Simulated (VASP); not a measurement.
# HfN (P6_3/mmc) in VASP: a series of runs, part 2 of 2

VASP 6.6.1.

## 3. Single point, PBE

The input, INCAR:

```
SYSTEM = HfN
ALGO = Normal
EDIFF = 1E-6
ENCUT = 600
GGA = PE
GGA_COMPAT = .False.
ISIF = 2
ISMEAR = 1
LASPH = .True.
LCHARG = .False.
LREAL = .False.
LWAVE = .False.
NBANDS = 23
NELM = 120
PREC = Accurate
SIGMA = 0.1
```

The input, KPOINTS:

```
k-points
0
Gamma
  6 6 4
  0 0 0
```

The input, POSCAR:

```
HfN
1.0
    3.1339080219      0.0000000000      0.0000000000
   -1.5669540110      2.7140439601      0.0000000000
    0.0000000000      0.0000000000      5.4167677200
Hf N
2 2
Direct
    0.6666666667      0.3333333333      0.7500000000
    0.3333333333      0.6666666667      0.2500000000
    0.0000000000      0.0000000000      0.0000000000
    0.0000000000      0.0000000000      0.5000000000
```

Potentials or basis: VASP PAW PBE potentials, release 64 (Hf_pv, N).

Launch:

```console
> cat potpaw_PBE.64/Hf_pv/POTCAR potpaw_PBE.64/N/POTCAR > POTCAR
> mpirun -np 1 vasp_std > vasp.out
```

OUTCAR:

```text
SYSTEM = HfN
   EDIFF = 1E-6
   ENCUT = 600
   GGA = PE
   ISIF = 2
   ISMEAR = 1
   LASPH = .True.
   LREAL = .False.
   NELM = 120
   PREC = Accurate

 ion  position               nearest neighbor table
   1  0.667  0.333  0.750-   3 2.26   4 2.26   3 2.26   4 2.26   3 2.26   4 2.26   2 3.26   2 3.26
                             2 3.26   2 3.26   2 3.26   2 3.26
   2  0.333  0.667  0.250-   3 2.26   4 2.26   3 2.26   4 2.26   3 2.26   4 2.26   1 3.26   1 3.26
                             1 3.26   1 3.26   1 3.26   1 3.26
   3  0.000  0.000  0.000-   1 2.26   2 2.26   1 2.26   2 2.26   1 2.26   2 2.26
   4  0.000  0.000  0.500-   1 2.26   2 2.26   1 2.26   2 2.26   1 2.26   2 2.26

  LATTYP: Found a hexagonal cell.
 ALAT       =     3.1339080219
 C/A-ratio  =     1.7284386402

  Lattice vectors:

 A1 = (   3.1339080219,   0.0000000000,   0.0000000000)
 A2 = (  -1.5669540110,   2.7140439601,   0.0000000000)
 A3 = (   0.0000000000,   0.0000000000,   5.4167677200)

Analysis of symmetry for initial positions (statically):
=====================================================================
 Subroutine PRICEL returns:
 Original cell was already a primitive cell.

 Routine SETGRP: Setting up the symmetry group for a
 hexagonal supercell.

 Subroutine GETGRP returns: Found 24 space group operations
 (whereof 12 operations were pure point group operations)
 out of a pool of 24 trial point group operations.

The static configuration has the point symmetry D_3d.
 The point group associated with its full space group is D_6h.

Analysis of symmetry for dynamics (positions and initial velocities):
=====================================================================
 Subroutine PRICEL returns:
 Original cell was already a primitive cell.

 Routine SETGRP: Setting up the symmetry group for a
 hexagonal supercell.

 Subroutine GETGRP returns: Found 24 space group operations
 (whereof 12 operations were pure point group operations)
 out of a pool of 24 trial point group operations.

The dynamic configuration has the point symmetry D_3d.
 The point group associated with its full space group is D_6h.

 Subroutine INISYM returns: Found 24 space group operations
 (whereof 12 operations are pure point group operations),
 and found     1 'primitive' translations

----------------------------------------------------------------------------------------

                                     Primitive cell

  volume of cell :      46.0727

  direct lattice vectors                    reciprocal lattice vectors
     3.133908022  0.000000000  0.000000000     0.319090411  0.184226935  0.000000000
    -1.566954011  2.714043960  0.000000000     0.000000000  0.368453870  0.000000000
     0.000000000  0.000000000  5.416767720     0.000000000  0.000000000  0.184611940

  length of vectors
     3.133908022  3.133908022  5.416767720     0.368453870  0.368453870  0.184611940

  position of ions in fractional coordinates (direct lattice)
     0.666666667  0.333333333  0.750000000
     0.333333333  0.666666667  0.250000000
     0.000000000  0.000000000  0.000000000
     0.000000000  0.000000000  0.500000000

  ion indices of the primitive-cell ions
   primitive index   ion index
                 1           1
                 2           2
                 3           3
                 4           4

----------------------------------------------------------------------------------------

[... 28 lines left out ...]
  0.333333  0.000000  0.000000      6.000000
  0.500000  0.000000  0.000000      3.000000
  0.166667  0.166667  0.000000      6.000000
  0.333333  0.166667  0.000000     12.000000
[... 13 lines left out ...]
  0.333333  0.166667  0.500000     12.000000
  0.333333  0.333333  0.500000      2.000000
   k-points           NKPTS =     21   k-points in BZ     NKDIM =     21   number of bands    NBANDS=     23
   number of dos      NEDOS =    301   number of ions     NIONS =      4
   total plane-waves  NPLWV =  37632
   dimension x,y,z NGX =    28 NGY =   28 NGZ =   48
   dimension x,y,z NGXF=    56 NGYF=   56 NGZF=   96
   ions per type =               2   2
   NGX,Y,Z   is equivalent  to a cutoff of  14.85, 14.85, 14.73 a.u.
   NGXF,Y,Z  is equivalent  to a cutoff of  29.71, 29.71, 29.46 a.u.
 SYSTEM =  HfN
   PREC   = accura    normal or accurate (medium, high low for compatibility)
   ISTART =      0    job   : 0-new  1-cont  2-samecut
   ICHARG =      2    charge: 1-file 2-atom 10-const
   ISPIN  =      1    spin polarized calculation?
   LNONCOLLINEAR =      F non collinear calculations
   LSORBIT =      F    spin-orbit coupling
   LASPH  =      T    aspherical Exc in radial PAW
   ENCUT  =  600.0 eV  44.10 Ry    6.64 a.u.   6.26  6.26 10.82*2*pi/ulx,y,z
   NELM   =    120;   NELMIN=  2; NELMDL= -5     # of ELM steps
   EDIFF  = 0.1E-05   stopping-criterion for ELM
   LREAL  =      F    real-space projection
   EDIFFG = 0.1E-04   stopping-criterion for IOM
   NSW    =      0    number of steps for IOM
   IBRION =     -1    ionic relax: 0-MD 1-quasi-New 2-CG
   NFREE  =      0    steps in history (QN), initial steepest desc. (CG)
   ISIF   =      2    stress and relaxation
   ISYM   =      2    0-nonsym 1-usesym 2-fastsym
   POTIM  = 0.5000    time-step for ionic-motion
   TEBEG  =    0.0;   TEEND  =   0.0 temperature during run
   PSTRESS=    0.0 pullay stress
   NELECT =      30.0000    total number of electrons
   NUPDOWN=      -1.0000    fix difference up-down
   EMIN   =  10.00;   EMAX   =-10.00  energy-range for DOS
   EFERMI =   0.00;   METHOD = LEGACY
   ISMEAR =     1;   SIGMA  =   0.10  broadening in eV -4-tet -1-fermi 0-gaus
   EFERMI_NEDOS =   21; number of points for ismear=-14 and -15
   IALGO  =     38    algorithm
   IMIX   =      4    mixing-type and parameters
     AMIX     =   0.40;   BMIX     =  1.00
     AMIX_MAG =   1.60;   BMIX_MAG =  1.00
  volume/ion in A,a.u.               =      11.52        77.73
  Fermi-wavevector in a.u.,A,eV,Ry     =   1.418951  2.681429 27.394278  2.013423
  Thomas-Fermi vector in A             =   2.540023
   LORBIT       =      0    0 simple, 1 ext, 2 COOP (PROOUT), +10 PAW based schemes
   GGA     = PE    functional components
   LHFCALC =     F    Hartree Fock is set to
   AEXX    =    0.0000 exact exchange contribution
   IVDW    =     0    specifies the selected vdW correction
   LEPSILON=     F    determine dielectric tensor
   LRPA    =     F    only Hartree local field effects (RPA)
 non-spin polarized calculation
 Methfessel and Paxton  Order N= 1 SIGMA  =   0.10
  energy-cutoff  :      600.00
  volume of cell :       46.07
 maximum number of plane-waves:      1581
 NGX is ok and might be reduce to    28
   NGX = 13   NGY = 13   NGZ = 21

 number of electron      29.9999998 magnetization

 Free energy of the ion-electron system (eV)
  ---------------------------------------------------
  ext. energy  EPLUGINS =         0.00000000
  ---------------------------------------------------
  free energy    TOTEN  =       -43.38551845 eV

  energy without entropy =      -43.38163358  energy(sigma->0) =      -43.38422350

 E-fermi :   7.7788     XC(G=0): -12.7447

 val. band max:        7.7702621451   @ k =   0.3333   0.1667   0.5000
 cond. band min:       8.0538593793   @ k =   0.3333   0.3333   0.0000
 fundamental gap:      0.2835972342
 Fermi energy:         7.7788437102

 k-point     1 :       0.0000    0.0000    0.0000
  band No.  band energies     occupation
      1     -23.7806      2.00000
      2     -22.9224      2.00000
      3     -22.8229      2.00000
      4     -22.8229      2.00000
      5     -22.7624      2.00000
      6     -22.7624      2.00000
[... 535 lines left out ...]
     22      14.0544      0.00000
     23      14.5606      0.00000

------------------------ aborting loop because EDIFF is reached ----------------------------------------

  FORCE on cell =-STRESS in cart. coord.  units (eV):
  Direction    XX          YY          ZZ          XY          YZ          ZX
  --------------------------------------------------------------------------------------
  -------------------------------------------------------------------------------------
  Total        0.9673821      0.9673821      1.3804816     -0.0000000     -0.0000000     -0.0000000
  in kB       33.6407224     33.6407224     48.0062605     -0.0000000     -0.0000000     -0.0000000
  external PRESSURE =      38.4292351 kB  Pullay stress =       0.0000000 kB

 VOLUME and BASIS-vectors are now :
 -----------------------------------------------------------------------------
  energy-cutoff  :      600.00
  volume of cell :       46.07
      direct lattice vectors                 reciprocal lattice vectors
     3.133908022  0.000000000  0.000000000     0.319090411  0.184226935  0.000000000
    -1.566954011  2.714043960  0.000000000     0.000000000  0.368453870  0.000000000
     0.000000000  0.000000000  5.416767720     0.000000000  0.000000000  0.184611940

 POSITION                                       TOTAL-FORCE (eV/Angst)
 -----------------------------------------------------------------------------------
      1.56695      0.90468      4.06258         0.000000      0.000000      0.000000
     -0.00000      1.80936      1.35419        -0.000000      0.000000      0.000000
      0.00000      0.00000      0.00000        -0.000000      0.000000      0.000000
      0.00000      0.00000      2.70838        -0.000000      0.000000      0.000000
 -----------------------------------------------------------------------------------
    total drift:                                0.000000     -0.000000      0.000000

  FREE ENERGIE OF THE ION-ELECTRON SYSTEM (eV)
  ---------------------------------------------------
  free  energy   TOTEN  =       -43.3855184538 eV

  energy  without entropy=      -43.3816335838  energy(sigma->0) =      -43.38422350
```

Wall time 34 s (1 thread of Intel Xeon 6975P-C, shared host); peak memory 0.19 GiB.

Results:

```
Free energy            : -43.3855 eV
Pressure               : 3.8 GPa
Band gap on the k mesh : zero (band 15 reaches 9.80 eV, above the bottom of band 16 at 7.49 eV)
```

Caveat: the k points lie up to 0.39 Å⁻¹ apart; spin-orbit coupling is left out, which moves the levels of the heavy elements.
